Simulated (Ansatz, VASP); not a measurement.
## LiF in VASP and in Ansatz

INCAR

```
SYSTEM = LiF
PREC = Accurate
ENCUT = 520
EDIFF = 1E-6
ISMEAR = 0
SIGMA = 0.05
LREAL = .False.
LASPH = .True.
NELM = 60
ALGO = Normal
ISIF = 2
LWAVE = .False.
LCHARG = .True.
GGA = CA
LELF = .True.
LVHAR = .True.
NBANDS = 18
```

File KPOINTS:

```
Automatic mesh
0
Gamma
  9 9 6
  0 0 0
```

File POSCAR:

```
LiF
1.0
    2.9691116230      0.0000000000      0.0000000000
   -1.4845558115      2.5713260922      0.0000000000
    0.0000000000      0.0000000000      4.8794344385
Li F
2 2
Direct
    0.3333333333      0.6666666667      0.3811542600
    0.6666666667      0.3333333333      0.8811542600
    0.3333333333      0.6666666667      0.9938437400
    0.6666666667      0.3333333333      0.4938437400
```

Input for Ansatz:

```yaml
crystal:
  lattice:
    - [2.969111623, 0.0, 0.0]
    - [-1.4845558115, 2.5713260922, 0.0]
    - [0.0, 0.0, 4.8794344385]
  atoms:
    - { symbol: Li, position: [0.3333333333, 0.6666666667, 0.38115426] }
    - { symbol: Li, position: [0.6666666667, 0.3333333333, 0.88115426] }
    - { symbol: F, position: [0.3333333333, 0.6666666667, 0.99384374] }
    - { symbol: F, position: [0.6666666667, 0.3333333333, 0.49384374] }
basis:
  ecutwfc: 420
kpoints:
  mp_grid: { grid: [9, 9, 6] }
hamiltonian:
  xc: lda
scf:
  occupations: { method: gaussian, width: 0.05 }
output:
  forces: true
  stress: true
  eigenvalues: true
```

Change from the starting cell: strain -0.030 along x and y, +0.015 along z, atoms carried along.

Alike in both runs: task single point; functional LDA; k mesh 9 × 9 × 6; occupations gaussian, width 0.05 eV; no spin polarisation.

|  | VASP | Ansatz |
| --- | --- | --- |
| version | VASP 6.6.1 | Ansatz 0.2.0 |
| potentials or method | VASP PAW LDA potentials, release 64 (Li_sv, F), cutoff 520 eV | scalar-relativistic, plane waves, PAW |
| valence electrons in the cell | 20 | 20 |

Ansatz gave:

```
gap on the k mesh at the Fermi level (eV) : 7.91
least direct gap on the mesh (eV)         : 7.91
rms of the force components (eV/Å)        : 0.103
```

Estimate VASP's values.

gap on the k mesh at the Fermi level (eV): 7.89; least direct gap on the mesh (eV): 7.89; rms of the force components (eV/Å): 0.104.

LDA's correlation is that of Perdew and Zunger in VASP and of Perdew and Wang (1992) in Ansatz. Atom by atom the forces differ by 0.001 eV/Å (rms over components).

Noted on VASP's run: the cutoff is under 1.25 times that of the potentials, so the pressure is a little rough.
